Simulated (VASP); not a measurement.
The system is MgF2.

```
Mg F
1.0
     4.62202    0.00000    0.00000
     0.00000    4.62202    0.00000
     0.00000    0.00000    2.92427
Mg F
2 4
Direct
  0.00000 0.00000 0.00000
  0.50000 0.50000 0.50000
  0.30086 0.30086 0.00000
  0.19914 0.80086 0.50000
  0.80086 0.19914 0.50000
  0.69914 0.69914 0.00000
```

This cell differs from its parent crystal: uniaxial z strain -4.0%.

Base run:

| Item | Value |
| --- | --- |
| Program | VASP 6.6.1 |
| Functional | r2SCAN |
| Potentials or basis | VASP PAW PBE potentials, release 64 (Mg, F) |
| Cutoff | 660 eV |
| k mesh | 6 × 6 × 8 |
| Occupations | gaussian, width 0.01 eV |
| Spin | no spin polarisation |

Its results: band gap on the k mesh 8.38 eV; pressure 3.5 GPa; largest force 0.006 eV/Å.

**Question.** The run is repeated on the same cell with these changes: functional from r2SCAN to PBE; cutoff from 660 eV to 600 eV; occupations from gaussian, width 0.01 eV to fermi-dirac, width 0.02 eV. What comes out?

**Answer.** Band gap on the k mesh 7.45 eV; pressure 9.2 GPa; largest force 0.038 eV/Å.

Caveats: the structure was generated, so it needn't be the stable form of MgF2; the stress differs along the axes, from 1 to 8 GPa (at least some runs); the PAW data sets were made with another functional, which shifts forces and pressure a little (at least some runs); the stress differs along the axes, from 7 to 14 GPa (at least some runs).

A k mesh can miss the band edges.
